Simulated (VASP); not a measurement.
Mn, 1 atom in the cell. It takes space group Fm-3m (No. 225, cubic). Conventional cell: a = 3.504 Å, b = 3.504 Å, c = 3.504 Å, α = 90.00°, β = 90.00°, γ = 90.00°. Within 3.3 Å of Mn (site symmetry m-3m) lie 12 Mn at 2.48 Å. This isn't the form of Mn at room conditions, which is a 58-atom cubic cell.

| Quantity | Value |
| --- | --- |
| Program | VASP 6.6.1 |
| Task | single point |
| Functional | PBE |
| Potentials or basis | VASP PAW PBE potentials, release 64 (Mn_pv) |
| Cutoff | 520 eV |
| k mesh | 53 × 53 × 53 |
| Occupations | fermi-dirac, width 0.0612256 eV |
| Spin | no spin polarisation |
| Dipole correction | no |
| Further INCAR settings | ALGO = Normal; EDIFF = 1e-06; NBANDS = 12 |

Potentials or basis: VASP PAW PBE potentials, release 64 (Mn_pv).

Run with:

```sh
$ cat potpaw_PBE.64/Mn_pv/POTCAR > POTCAR
$ mpirun -np 1 vasp_std > vasp.out
```

Hardware: 1 thread of Oxide Virtual Turin-like Processor, on a shared host.

**Question.** How long does it take, and how much memory?

**Answer.** Run time: 7 min on 1 thread of Oxide Virtual Turin-like Processor (shared host), peak memory 0.49 GiB. Counts: scf iterations 12, k points 3654.
